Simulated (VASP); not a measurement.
## P: single point with PBE

P:

```
P
1.0
     0.00000    2.84456    2.84456
     2.84456    0.00000    2.84456
     2.84456    2.84456    0.00000
P
2
Cartesian
  0.7111 0.7111 0.7111
  4.9780 4.9780 4.9780
```

This cell differs from its parent crystal: volume scaled by 1.12.

| Quantity | Value |
| --- | --- |
| Program | VASP 6.6.1 |
| Task | single point |
| Functional | PBE |
| Potentials or basis | VASP PAW PBE potentials, release 64 (P) |
| Cutoff | 520 eV |
| k mesh | 11 × 11 × 11 |
| Occupations | fermi-dirac, width 0.1 eV |
| Spin | no spin polarisation |

```yaml
Pressure: -4.3 GPa
Band_gap_on_the_k_mesh: zero (band 5 reaches 5.41 eV, above the bottom of band 6 at 4.02 eV)
```

Levels at points of the mesh, in eV from the Fermi level:
| k point | band 1 | band 2 | band 3 | band 4 | band 5 | band 6 | band 7 | band 8 | band 9 | band 10 |
| --- | --- | --- | --- | --- | --- | --- | --- | --- | --- | --- |
| (0.00, 0.00, 0.00) | -14.02 | -4.19 | -2.65 | -2.65 | -2.65 | 0.30 | 0.30 | 0.30 | 5.88 | 7.05 |

Run time: 28 s on 1 thread of Intel(R) Xeon(R) Platinum 8259CL CPU @ 2.50GHz (Skylake/Cascade Lake), on a shared host, peak memory 0.17 GiB.
